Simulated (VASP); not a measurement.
# W (Fm-3m) in VASP: a series of runs, part 2 of 2

VASP 6.6.1.

### 3 Relaxation of cell and atoms, LDA

Contents of INCAR:

```
SYSTEM = W
  PREC = Accurate
  ENCUT = 500
  EDIFF = 1E-7
  ISMEAR = -1
  SIGMA = 0.1
  LREAL = .FALSE.
  LASPH = .TRUE.
  NELM = 120
  ALGO = Normal
  ISIF = 3
  LWAVE = .FALSE.
  LCHARG = .FALSE.
  GGA = CA
  IBRION = 2
  NSW = 80
  EDIFFG = -0.02
  GGA_COMPAT = .FALSE.
  NELMIN = 4
```

Contents of KPOINTS:

```
Automatic mesh
0
G
  10 10 10
  0 0 0
```

Contents of POSCAR:

```
W
1.0
    0.0000000000      1.9857691027      1.9857691027
    1.9857691027      0.0000000000      1.9857691027
    1.9857691027      1.9857691027      0.0000000000
W
1
Direct
    0.0000000000      0.0000000000      0.0000000000
```

Potentials or basis: VASP PAW LDA potentials, release 64 (W_sv).

On the command line:

```bash
> cat potpaw_LDA.64/W_sv/POTCAR > POTCAR
> mpirun -np 1 vasp_std > vasp.out
```

OUTCAR:

```text
SYSTEM = W
   PREC = Accurate
   ENCUT = 500
   EDIFF = 1E-7
   ISMEAR = -1
   LREAL = .FALSE.
   LASPH = .TRUE.
   NELM = 120
   ISIF = 3
   GGA = CA
   IBRION = 2
   NSW = 80
   EDIFFG = -0.02
   NELMIN = 4

 ion  position               nearest neighbor table
   1  0.000  0.000  0.000-

  LATTYP: Found a face centered cubic cell.
 ALAT       =     3.9715382054

  Lattice vectors:

 A1 = (   0.0000000000,   1.9857691027,   1.9857691027)
 A2 = (   1.9857691027,   0.0000000000,   1.9857691027)
 A3 = (   1.9857691027,   1.9857691027,   0.0000000000)

Analysis of symmetry for initial positions (statically):
=====================================================================
 Subroutine PRICEL returns:
 Original cell was already a primitive cell.

 Routine SETGRP: Setting up the symmetry group for a
 face centered cubic supercell.

 Subroutine GETGRP returns: Found 48 space group operations
 (whereof 48 operations were pure point group operations)
 out of a pool of 48 trial point group operations.

The static configuration has the point symmetry O_h .

Analysis of symmetry for dynamics (positions and initial velocities):
=====================================================================
 Subroutine PRICEL returns:
 Original cell was already a primitive cell.

 Routine SETGRP: Setting up the symmetry group for a
 face centered cubic supercell.

 Subroutine GETGRP returns: Found 48 space group operations
 (whereof 48 operations were pure point group operations)
 out of a pool of 48 trial point group operations.

The dynamic configuration has the point symmetry O_h .

 Subroutine INISYM returns: Found 48 space group operations
 (whereof 48 operations are pure point group operations),
 and found     1 'primitive' translations

----------------------------------------------------------------------------------------

                                     Primitive cell

  volume of cell :      15.6609

  direct lattice vectors                    reciprocal lattice vectors
     0.000000000  1.985769103  1.985769103    -0.251791610  0.251791610  0.251791610
     1.985769103  0.000000000  1.985769103     0.251791610 -0.251791610  0.251791610
     1.985769103  1.985769103  0.000000000     0.251791610  0.251791610 -0.251791610

  length of vectors
     2.808301597  2.808301597  2.808301597     0.436115862  0.436115862  0.436115862

  position of ions in fractional coordinates (direct lattice)
     0.000000000  0.000000000  0.000000000

  ion indices of the primitive-cell ions
   primitive index   ion index
                 1           1

----------------------------------------------------------------------------------------

 KPOINTS: Automatic mesh

Automatic generation of k-mesh.
 Grid dimensions read from file:
 generate k-points for:   10   10   10

 Generating k-lattice:

  Cartesian coordinates                     Fractional coordinates (reciprocal lattice)
    -0.025179161  0.025179161  0.025179161     0.100000000  0.000000000  0.000000000
     0.025179161 -0.025179161  0.025179161     0.000000000  0.100000000  0.000000000
     0.025179161  0.025179161 -0.025179161     0.000000000  0.000000000  0.100000000
[... 46 lines left out ...]
   NGXF,Y,Z  is equivalent  to a cutoff of  23.68, 23.68, 23.68 a.u.
 SYSTEM =  W
   PREC   = accura    normal or accurate (medium, high low for compatibility)
   ISTART =      0    job   : 0-new  1-cont  2-samecut
   ICHARG =      2    charge: 1-file 2-atom 10-const
   ISPIN  =      1    spin polarized calculation?
   LNONCOLLINEAR =      F non collinear calculations
   LSORBIT =      F    spin-orbit coupling
   LASPH  =      T    aspherical Exc in radial PAW
   ENCUT  =  500.0 eV  36.75 Ry    6.06 a.u.   5.12  5.12  5.12*2*pi/ulx,y,z
   NELM   =    120;   NELMIN=  4; NELMDL= -5     # of ELM steps
   EDIFF  = 0.1E-06   stopping-criterion for ELM
   LREAL  =      F    real-space projection
   EDIFFG = -.2E-01   stopping-criterion for IOM
   NSW    =     80    number of steps for IOM
   IBRION =      2    ionic relax: 0-MD 1-quasi-New 2-CG
   NFREE  =      1    steps in history (QN), initial steepest desc. (CG)
   ISIF   =      3    stress and relaxation
   ISYM   =      2    0-nonsym 1-usesym 2-fastsym
   POTIM  = 0.5000    time-step for ionic-motion
   TEBEG  =    0.0;   TEEND  =   0.0 temperature during run
   PSTRESS=    0.0 pullay stress
   NELECT =      14.0000    total number of electrons
   NUPDOWN=      -1.0000    fix difference up-down
   EMIN   =  10.00;   EMAX   =-10.00  energy-range for DOS
   EFERMI =   0.00;   METHOD = LEGACY
   ISMEAR =    -1;   SIGMA  =   0.10  broadening in eV -4-tet -1-fermi 0-gaus
   EFERMI_NEDOS =   21; number of points for ismear=-14 and -15
   IALGO  =     38    algorithm
   IMIX   =      4    mixing-type and parameters
     AMIX     =   0.40;   BMIX     =  1.00
     AMIX_MAG =   1.60;   BMIX_MAG =  1.00
  volume/ion in A,a.u.               =      15.66       105.68
  Fermi-wavevector in a.u.,A,eV,Ry     =   1.577050  2.980192 33.838864  2.487086
  Thomas-Fermi vector in A             =   2.677791
   LORBIT       =      0    0 simple, 1 ext, 2 COOP (PROOUT), +10 PAW based schemes
   GGA     = CA    functional components
   LHFCALC =     F    Hartree Fock is set to
   AEXX    =    0.0000 exact exchange contribution
   IVDW    =     0    specifies the selected vdW correction
   LEPSILON=     F    determine dielectric tensor
   LRPA    =     F    only Hartree local field effects (RPA)
 conjugate gradient relaxation of ions
 non-spin polarized calculation
  energy-cutoff  :      500.00
  volume of cell :       15.66
 maximum number of plane-waves:       411
   NGX = 11   NGY = 11   NGZ = 11

--------------------------------------- Ionic step        1  -------------------------------------------

 number of electron      13.9999996 magnetization

 Free energy of the ion-electron system (eV)
  ---------------------------------------------------
  ext. energy  EPLUGINS =         0.00000000
  ---------------------------------------------------
  free energy    TOTEN  =       -13.61835453 eV

  energy without entropy =      -13.57748857  energy(sigma->0) =      -13.59792155

------------------------ aborting loop because EDIFF is reached ----------------------------------------

  FORCE on cell =-STRESS in cart. coord.  units (eV):
  Direction    XX          YY          ZZ          XY          YZ          ZX
  --------------------------------------------------------------------------------------
  -------------------------------------------------------------------------------------
  Total        0.2559394      0.2559394      0.2559394     -0.0000000     -0.0000000      0.0000000
  in kB       26.1837257     26.1837257     26.1837257     -0.0000000     -0.0000000      0.0000000
  external PRESSURE =      26.1837257 kB  Pullay stress =       0.0000000 kB
[... 57 lines left out ...]
--------------------------------------- Ionic step        3  -------------------------------------------

 number of electron      13.9999998 magnetization

 Free energy of the ion-electron system (eV)
  ---------------------------------------------------
  ext. energy  EPLUGINS =         0.00000000
  ---------------------------------------------------
  free energy    TOTEN  =       -13.61942638 eV

  energy without entropy =      -13.57833224  energy(sigma->0) =      -13.59887931

 E-fermi :  10.9030     XC(G=0): -13.8386

 val. band max:       10.8627716981   @ k =   0.4000   0.3000   0.0000
 cond. band min:      10.9131014159   @ k =   0.2000   0.1000   0.0000
 fundamental gap:      0.0503297178
 Fermi energy:        10.9029671420

 k-point     1 :       0.0000    0.0000    0.0000
  band No.  band energies     occupation
      1     -62.2628      2.00000
      2     -26.0862      2.00000
      3     -26.0862      2.00000
      4     -26.0862      2.00000
      5       1.7964      2.00000
      6      10.2601      1.99677
      7      10.2601      1.99677
      8      10.2601      1.99677
      9      13.5227      0.00000
     10      13.5227      0.00000
     11      23.8151      0.00000
[... 309 lines left out ...]
 k-point    24 :       0.4000    0.3000    0.0000
  band No.  band energies     occupation
      1     -62.1236      2.00000
      2     -27.1026      2.00000
      3     -26.4996      2.00000
      4     -26.4559      2.00000
      5       5.7692      2.00000
      6       6.9670      2.00000
      7      10.8628      1.19831
      8      13.7255      0.00000
      9      15.3012      0.00000
     10      15.9862      0.00000
     11      25.1273      0.00000

 [... further k-points ...]

------------------------ aborting loop because EDIFF is reached ----------------------------------------

  FORCE on cell =-STRESS in cart. coord.  units (eV):
  Direction    XX          YY          ZZ          XY          YZ          ZX
  --------------------------------------------------------------------------------------
  -------------------------------------------------------------------------------------
  Total       -0.0026356     -0.0026356     -0.0026356     -0.0000000     -0.0000000      0.0000000
  in kB       -0.2673536     -0.2673536     -0.2673536     -0.0000000     -0.0000000      0.0000000
  external PRESSURE =      -0.2673536 kB  Pullay stress =       0.0000000 kB
[... 16 lines left out ...]
  FREE ENERGIE OF THE ION-ELECTRON SYSTEM (eV)
  ---------------------------------------------------
  free  energy   TOTEN  =       -13.6194263777 eV

  energy  without entropy=      -13.5783322395  energy(sigma->0) =      -13.59887931

 reached required accuracy - stopping structural energy minimisation
```

OSZICAR:

```text
N       E                     dE             d eps       ncg     rms          rms(c)
DAV:   1     0.752514741689E+02    0.75251E+02   -0.76275E+03  1042   0.139E+03
DAV:   2    -0.125936054055E+02   -0.87845E+02   -0.85058E+02  1115   0.329E+02
DAV:   3    -0.142471748470E+02   -0.16536E+01   -0.16215E+01  1198   0.439E+01
DAV:   4    -0.142570292590E+02   -0.98544E-02   -0.98525E-02  1094   0.354E+00
[... 20 lines left out ...]
DAV:   3    -0.136192856579E+02    0.15064E-01   -0.40677E-02  1085   0.271E+00    0.754E-01
DAV:   4    -0.136194488315E+02   -0.16317E-03   -0.10096E-03  1064   0.430E-01    0.659E-02
DAV:   5    -0.136194264515E+02    0.22380E-04   -0.10612E-04  1112   0.136E-01    0.375E-03
DAV:   6    -0.136194264273E+02    0.24266E-07   -0.14543E-06  1106   0.171E-02    0.113E-03
DAV:   7    -0.136194263777E+02    0.49577E-07   -0.86973E-08   606   0.430E-03
   3 F= -.13619426E+02 E0= -.13598879E+02  d E =-.107185E-02
```

CONTCAR:

```text
W
   1.00000000000000
    -0.0000000000000000    1.9913973750518263    1.9913973750518263
     1.9913973750518263    0.0000000000000000    1.9913973750518263
     1.9913973750518263    1.9913973750518263    0.0000000000000000
  W
     1
Direct
     0.0000000000000000    0.0000000000000000    0.0000000000000000

  0.00000000E+00  0.00000000E+00  0.00000000E+00
```

It took 8.8 s on 1 thread of Intel Xeon Platinum 8559C (Emerald Rapids), shared host; peak memory 0.13 GiB.

What came out:

- Free energy: -13.6194 eV
- Relaxed volume: 15.79 Å³/atom
- Relaxed cell: a = 2.816 Å, b = 2.816 Å, c = 2.816 Å, α = 60.00°, β = 60.00°, γ = 60.00°
- Space group after relaxing (to 0.05 Å): Fm-3m (No. 225)
- Energy gained by relaxing: 1.1 meV/atom
- Ionic steps: 3
- Pressure after relaxing: 0.0 GPa
- Band gap on the k mesh: zero (band 7 reaches 14.31 eV, above the bottom of band 8 at 10.26 eV)

Step by step:
```tsv
step	energy change (eV)	largest force (eV/Å)	pressure (GPa)	volume (Å³)
1	0.0000	0.0000	2.62	15.66
2	0.0110	0.0000	-8.27	16.25
3	-0.0011	0.0000	-0.03	15.79
```

Final structure:
```cif
data_structure
_symmetry_space_group_name_H-M 'P 1'
_symmetry_Int_Tables_number 1
_cell_length_a 2.8163
_cell_length_b 2.8163
_cell_length_c 2.8163
_cell_angle_alpha 60.000
_cell_angle_beta 60.000
_cell_angle_gamma 60.000
_cell_volume 15.79
loop_
_atom_site_label
_atom_site_type_symbol
_atom_site_fract_x
_atom_site_fract_y
_atom_site_fract_z
_atom_site_occupancy
W1 W 0.00000 0.00000 0.00000 1
```

Caveat: spin-orbit coupling is left out, which moves the levels of the heavy elements.
